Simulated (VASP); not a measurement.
TiO2, 6 atoms in the cell. The structure is tetragonal, space group P4_2/mnm (No. 136). The conventional cell has a = 4.596 Å, b = 4.596 Å, c = 2.954 Å, α = 90.00°, β = 90.00°, γ = 90.00°. Within 2.6 Å of Ti (site symmetry mmm) lie 6 O at 1.95 to 1.98 Å. O (site symmetry m2m) has 3 Ti at 1.95 to 1.98 Å and 1 O at 2.54 Å within 2.6 Å. 

```yaml
Program: VASP 6.6.1
Task: single point
Functional: r2SCAN
Potentials_or_basis: VASP PAW PBE potentials, release 64 (Ti_sv, O)
Cutoff: 520 eV
k_mesh: 6 × 6 × 10
Occupations: gaussian, width 0.02 eV
Spin: no spin polarisation
Dipole_correction: no
Further_INCAR_settings: ALGO = Normal; EDIFF = 1e-07; NBANDS = 33
```

Potentials or basis: VASP PAW PBE potentials, release 64 (Ti_sv, O).

Launch:

```sh
$ cat potpaw_PBE.64/Ti_sv/POTCAR potpaw_PBE.64/O/POTCAR > POTCAR
$ cp INCAR.step1 INCAR
$ mpirun -np 1 vasp_std > vasp.out
$ cp INCAR.step2 INCAR
$ mpirun -np 1 vasp_std > vasp.out
```

Hardware: 1 thread of Intel(R) Xeon(R) 6975P-C (Granite Rapids) (shared host).

**Question.** Estimate the wall time of this run.

**Answer.** It took 3.1 min on 1 thread of Intel(R) Xeon(R) 6975P-C (Granite Rapids), with other jobs on the host, peak memory 0.24 GiB. Counts: k points 60.
